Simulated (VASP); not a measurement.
# Sr2I (P-3m1) in VASP: further runs

Runs on Sr2I. Level: PBE. Tasks: single point.

All numbers are computed with VASP 6.6.1; they aren't measurements. Logs are shortened: lines on timing, memory, paths and dates and some standing lists are left out, and cuts for length are marked.

### Step 1. The cell of the first run

The structure is trigonal, space group P-3m1 (No. 164). The conventional cell has a = 4.335 Å, b = 4.335 Å, c = 8.447 Å, α = 90.00°, β = 90.00°, γ = 120.00°. Within 4.7 Å of Sr (site symmetry 3m) lie 3 I at 3.57 Å and 9 Sr at 4.19 to 4.33 Å. Within 4.7 Å of I (site symmetry -3m) lie 6 Sr at 3.57 Å and 6 I at 4.33 Å.

### Step 2. Single point, PBE

Input file INCAR:

```
SYSTEM = Sr2I
PREC = Accurate ; ENCUT = 520
EDIFF = 1E-6 ; ISMEAR = 0
SIGMA = 0.1 ; LREAL = .False.
LASPH = .True. ; NELM = 100
ALGO = Normal ; ISIF = 2
LWAVE = .False. ; LCHARG = .True.
GGA = PE ; LELF = .True.
LVHAR = .True. ; NBANDS = 20
```

Input file KPOINTS:

```
regular mesh
0
Gamma
  6 6 2
  0 0 0
```

Input file POSCAR:

```
Sr2I
1.0
    4.3349793000      0.0000000000      0.0000000000
   -2.1674897000      3.7542022000      0.0000000000
    0.0000000000      0.0000000000      8.4472373000
Sr I
2 1
Direct
    0.3333333000      0.6666667000      0.8013650000
    0.6666667000      0.3333333000      0.1986350000
    0.0000000000      0.0000000000      0.5000000000
```

Potentials or basis: VASP PAW PBE potentials, release 64 (Sr_sv, I).

Started as:

```bash
$ cat potpaw_PBE.64/Sr_sv/POTCAR potpaw_PBE.64/I/POTCAR > POTCAR
$ mpirun -np 1 vasp_std > vasp.out
```

OUTCAR:

```text
SYSTEM = Sr2I
   PREC = Accurate
   ENCUT = 520
   EDIFF = 1E-6
   ISMEAR = 0
   LREAL = .False.
   LASPH = .True.
   NELM = 100
   ISIF = 2
   GGA = PE

 ion  position               nearest neighbor table
   1  0.333  0.667  0.801-   3 3.57   3 3.57   3 3.57   2 4.19   2 4.19   2 4.19
   2  0.667  0.333  0.199-   3 3.57   3 3.57   3 3.57   1 4.19   1 4.19   1 4.19
   3  0.000  0.000  0.500-   1 3.57   2 3.57   2 3.57   1 3.57   2 3.57   1 3.57

  LATTYP: Found a hexagonal cell.
 ALAT       =     4.3349793000
 C/A-ratio  =     1.9486222922

  Lattice vectors:

 A1 = (   4.3349793000,   0.0000000000,   0.0000000000)
 A2 = (  -2.1674897000,   3.7542022000,   0.0000000000)
 A3 = (   0.0000000000,   0.0000000000,   8.4472373000)

Analysis of symmetry for initial positions (statically):
=====================================================================
 Subroutine PRICEL returns:
 Original cell was already a primitive cell.

 Routine SETGRP: Setting up the symmetry group for a
 hexagonal supercell.

 Subroutine GETGRP returns: Found 12 space group operations
 (whereof 12 operations were pure point group operations)
 out of a pool of 24 trial point group operations.

The static configuration has the point symmetry D_3d.

Analysis of symmetry for dynamics (positions and initial velocities):
=====================================================================
 Subroutine PRICEL returns:
 Original cell was already a primitive cell.

 Routine SETGRP: Setting up the symmetry group for a
 hexagonal supercell.

 Subroutine GETGRP returns: Found 12 space group operations
 (whereof 12 operations were pure point group operations)
 out of a pool of 24 trial point group operations.

The dynamic configuration has the point symmetry D_3d.

 Subroutine INISYM returns: Found 12 space group operations
 (whereof 12 operations are pure point group operations),
 and found     1 'primitive' translations

----------------------------------------------------------------------------------------

                                     Primitive cell

  volume of cell :     137.4736

  direct lattice vectors                    reciprocal lattice vectors
     4.334979300  0.000000000  0.000000000     0.230681609  0.133184092  0.000000000
    -2.167489700  3.754202200  0.000000000     0.000000000  0.266368178  0.000000000
     0.000000000  0.000000000  8.447237300     0.000000000  0.000000000  0.118381900

[... 71 lines left out ...]
   LASPH  =      T    aspherical Exc in radial PAW
   ENCUT  =  520.0 eV  38.22 Ry    6.18 a.u.   8.06  8.06 15.71*2*pi/ulx,y,z
   NELM   =    100;   NELMIN=  2; NELMDL= -5     # of ELM steps
   EDIFF  = 0.1E-05   stopping-criterion for ELM
   LREAL  =      F    real-space projection
   EDIFFG = 0.1E-04   stopping-criterion for IOM
   NSW    =      0    number of steps for IOM
   IBRION =     -1    ionic relax: 0-MD 1-quasi-New 2-CG
   NFREE  =      0    steps in history (QN), initial steepest desc. (CG)
   ISIF   =      2    stress and relaxation
   ISYM   =      2    0-nonsym 1-usesym 2-fastsym
   POTIM  = 0.5000    time-step for ionic-motion
   TEBEG  =    0.0;   TEEND  =   0.0 temperature during run
   PSTRESS=    0.0 pullay stress
   NELECT =      27.0000    total number of electrons
   NUPDOWN=      -1.0000    fix difference up-down
   EMIN   =  10.00;   EMAX   =-10.00  energy-range for DOS
   EFERMI =   0.00;   METHOD = LEGACY
   ISMEAR =     0;   SIGMA  =   0.10  broadening in eV -4-tet -1-fermi 0-gaus
   EFERMI_NEDOS =   21; number of points for ismear=-14 and -15
   IALGO  =     38    algorithm
   IMIX   =      4    mixing-type and parameters
     AMIX     =   0.40;   BMIX     =  1.00
     AMIX_MAG =   1.60;   BMIX_MAG =  1.00
  volume/ion in A,a.u.               =      45.82       309.24
  Fermi-wavevector in a.u.,A,eV,Ry     =   0.951604  1.798271 12.320760  0.905550
  Thomas-Fermi vector in A             =   2.080090
   LORBIT       =      0    0 simple, 1 ext, 2 COOP (PROOUT), +10 PAW based schemes
   GGA     = PE    functional components
   LHFCALC =     F    Hartree Fock is set to
   AEXX    =    0.0000 exact exchange contribution
   IVDW    =     0    specifies the selected vdW correction
   LEPSILON=     F    determine dielectric tensor
   LRPA    =     F    only Hartree local field effects (RPA)
 non-spin polarized calculation
 Gauss-broadening in eV      SIGMA  =   0.10
  energy-cutoff  :      520.00
  volume of cell :      137.47
 maximum number of plane-waves:      3750
   NGX = 17   NGY = 17   NGZ = 31

 number of electron      26.9999998 magnetization

 Free energy of the ion-electron system (eV)
  ---------------------------------------------------
  ext. energy  EPLUGINS =         0.00000000
  ---------------------------------------------------
  free energy    TOTEN  =        -7.12706845 eV

  energy without entropy =       -7.09949971  energy(sigma->0) =       -7.11328408

 E-fermi :   3.3693     XC(G=0):  -7.8547

 val. band max:        3.3622788817   @ k =   0.3333   0.0000   0.5000
 cond. band min:       3.4039855572   @ k =   0.3333   0.3333   0.5000
 fundamental gap:      0.0417066755
 Fermi energy:         3.3692514342

 k-point     1 :       0.0000    0.0000    0.0000
  band No.  band energies     occupation
      1     -33.4788      2.00000
      2     -33.4700      2.00000
      3     -15.5650      2.00000
      4     -15.4298      2.00000
      5     -15.3995      2.00000
      6     -15.3995      2.00000
[... 311 lines left out ...]
     19       6.4154      0.00000
     20       6.4154      0.00000

------------------------ aborting loop because EDIFF is reached ----------------------------------------

  FORCE on cell =-STRESS in cart. coord.  units (eV):
  Direction    XX          YY          ZZ          XY          YZ          ZX
  --------------------------------------------------------------------------------------
  -------------------------------------------------------------------------------------
  Total        0.0077426      0.0077426      0.1706794     -0.0000000      0.0000000     -0.0000000
  in kB        0.0902351      0.0902351      1.9891714     -0.0000000      0.0000000     -0.0000000
  external PRESSURE =       0.7232139 kB  Pullay stress =       0.0000000 kB

 VOLUME and BASIS-vectors are now :
 -----------------------------------------------------------------------------
  energy-cutoff  :      520.00
  volume of cell :      137.47
      direct lattice vectors                 reciprocal lattice vectors
     4.334979300  0.000000000  0.000000000     0.230681609  0.133184092  0.000000000
    -2.167489700  3.754202200  0.000000000     0.000000000  0.266368178  0.000000000
     0.000000000  0.000000000  8.447237300     0.000000000  0.000000000  0.118381900

 POSITION                                       TOTAL-FORCE (eV/Angst)
 -----------------------------------------------------------------------------------
     -0.00000      2.50280      6.76932        -0.000000      0.000000     -0.010677
      2.16749      1.25140      1.67792         0.000000     -0.000000      0.010677
      0.00000      0.00000      4.22362         0.000000      0.000000      0.000000
 -----------------------------------------------------------------------------------
    total drift:                                0.000000     -0.000000      0.000000

  FREE ENERGIE OF THE ION-ELECTRON SYSTEM (eV)
  ---------------------------------------------------
  free  energy   TOTEN  =        -7.1270684534 eV

  energy  without entropy=       -7.0994997055  energy(sigma->0) =       -7.11328408
```

It took 57 s on 1 thread of Oxide Virtual Turin-like, shared host; peak memory 0.22 GiB.

What came out:

```
Free energy   : -7.1271 eV
Pressure      : 0.1 GPa
Largest force : 0.011 eV/Å
```

Forces in eV/Å, atoms in the order of the input:
```
Sr   0.000  0.000 -0.011
Sr   0.000  0.000  0.011
I    0.000  0.000  0.000
```

Stress tensor (GPa, compression positive):
```
0.01 0.00 0.00
0.00 0.01 0.00
0.00 0.00 0.20
```

Caveat: the k points lie up to 0.37 Å⁻¹ apart; spin-orbit coupling is left out, which moves the levels of the heavy elements; an odd number of electrons without spin polarisation forces a metal; a magnetic or distorted state may lie lower.

### Step 3. Single point, PBE

This run uses another cell than the first one: it holds 6 atoms, not 3.

Input file INCAR:

```
ALGO     = Normal         # electronic algorithm
EDIFF    = 1E-6           # SCF threshold, eV
ENCUT    = 520            # plane-wave cutoff, eV
GGA      = PE             # functional
ISIF     = 2              # what is computed and relaxed
ISMEAR   = 0              # smearing method
LASPH    = True           # aspherical terms in the spheres
LCHARG   = False          # write CHGCAR
LREAL    = False          # projectors in reciprocal space
LWAVE    = False          # write WAVECAR
NBANDS   = 36             # bands
NELM     = 100            # most SCF steps
PREC     = Accurate       # precision mode
SIGMA    = 0.2            # smearing width, eV
```

Input file KPOINTS:

```
k-points
0
Gamma
  6 6 2
```

Input file POSCAR:

```
Sr2I
1.0
    4.3349793008      0.0000000289      0.0000000000
   -2.1674896754      3.7542021849      0.0000000000
    0.0000000000      0.0000000000     16.8944746000
Sr I
4 2
Direct
    0.3333333333      0.6666666667      0.4006825000
    0.3333333333      0.6666666667      0.9006825000
    0.6666666667      0.3333333333      0.0993175000
    0.6666666667      0.3333333333      0.5993175000
    0.0000000000      0.0000000000      0.2500000000
    0.0000000000      0.0000000000      0.7500000000
```

Potentials or basis: VASP PAW PBE potentials, release 64 (Sr_sv, I).

Started as:

```bash
$ cat potpaw_PBE.64/Sr_sv/POTCAR potpaw_PBE.64/I/POTCAR > POTCAR
$ mpirun -np 1 vasp_std > vasp.out
```

Wall time 3.9 min (1 thread of Oxide Virtual Turin-like, shared host); peak memory 0.37 GiB.

It converged, with:

- Free energy: -14.3373 eV
- Pressure: 0.0 GPa
- Largest force: 0.013 eV/Å
- Band gap on the k mesh: zero (band 27 reaches 3.48 eV, above the bottom of band 28 at 2.69 eV)

Forces in eV/Å, atoms in the order of the input:
```
Sr   0.000  0.000 -0.013
Sr   0.000  0.000 -0.013
Sr   0.000  0.000  0.013
Sr   0.000  0.000  0.013
I    0.000  0.000  0.000
I    0.000  0.000  0.000
```

Levels at points of the mesh, in eV from the Fermi level:
```
           k point  band 25  band 26  band 27  band 28  band 29  band 30
(0.00, 0.00, 0.00)    -2.84    -1.94    -1.32    -0.15     1.32     1.36
(0.50, 0.00, 0.00)    -0.80    -0.59    -0.25    -0.20     0.09     0.47
(0.00, 0.00, 0.50)    -2.52    -2.52    -0.64    -0.64     1.40     1.40
(0.50, 0.00, 0.50)    -0.70    -0.70    -0.23    -0.23     0.23     0.23
```

Caveat: spin-orbit coupling is left out, which moves the levels of the heavy elements.
